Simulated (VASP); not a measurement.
The system is PbSe.

```xyz
2
Lattice="-0.2046 3.0326 3.0326 3.0326 -0.2046 3.0326 3.0326 3.0326 -0.2046" Properties=species:S:1:pos:R:3 pbc="T T T"
Pb    0.0000    0.0000    0.0000
Se    2.9303    2.9303    2.9303
```

This cell differs from its parent crystal: epitaxial 111 strain +4.8%.

Base run:

```yaml
Program: VASP 6.6.1
Functional: r2SCAN
Potentials_or_basis: VASP PAW PBE potentials, release 64 (Pb_d, Se)
Cutoff: 520 eV
k_mesh: 8 × 8 × 8
Occupations: fermi-dirac, width 0.02 eV
Spin: no spin polarisation
```

Its results: band gap on the k mesh 0.23 eV, indirect (least direct gap 0.70 eV); pressure -2.1 GPa.

Task: The run is repeated on the same cell with these changes: functional from r2SCAN to PBE. What comes out?

Result: Band gap on the k mesh zero (band 10 reaches 4.31 eV, above the bottom of band 11 at 4.29 eV); pressure -1.2 GPa.

r2SCAN gives the wider gap, since meta-GGAs in the generalised Kohn-Sham scheme recover part of the derivative discontinuity.

Caveats: spin-orbit coupling is left out, which moves the levels of the heavy elements; the PAW data sets were made with another functional, which shifts forces and pressure a little (some runs).

A k mesh can miss the band edges.
